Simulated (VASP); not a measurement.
A run of VASP 6.6.1 is set up as follows.

The input INCAR:

```
PREC = Accurate
ENCUT = 520
EDIFF = 1E-7
ISMEAR = 0
SIGMA = 0.1
LREAL = False
LASPH = True
NELM = 150
ALGO = Fast
ISIF = 2
LWAVE = False
LCHARG = False
ISPIN = 2
MAGMOM = 0 -2 -2 2
LORBIT = 11
LMAXMIX = 4
GGA = PE
NBANDS = 28
```

KPOINTS

```
regular mesh
0
Gamma
  6 6 6
```

The input POSCAR:

```
AlNi3
1.0
    3.5655855480      0.0000000000      0.0000000000
    0.0000000000      3.5655855480      0.0000000000
    0.0000000000      0.0000000000      3.5655920462
Al Ni
1 3
Direct
    0.0000000000      0.0000000000      0.0000000000
    0.0000000000      0.5000000000      0.5000000000
    0.5000000000      0.0000000000      0.5000000000
    0.5000000000      0.5000000000      0.0000000000
```

Potentials or basis: VASP PAW PBE potentials, release 64 (Al, Ni).

Launch:

```console
$ cat potpaw_PBE.64/Al/POTCAR potpaw_PBE.64/Ni/POTCAR > POTCAR
$ mpirun -np 1 vasp_std > vasp.out
```

**Question.** Predict the net moment.

**Answer.** -0.73 μB per cell.

**Question.** Predict the site moments.

**Answer.** Al +0.01; Ni -0.26 μB.

**Question.** What does it give for the pressure?

**Answer.** 0.3 GPa.
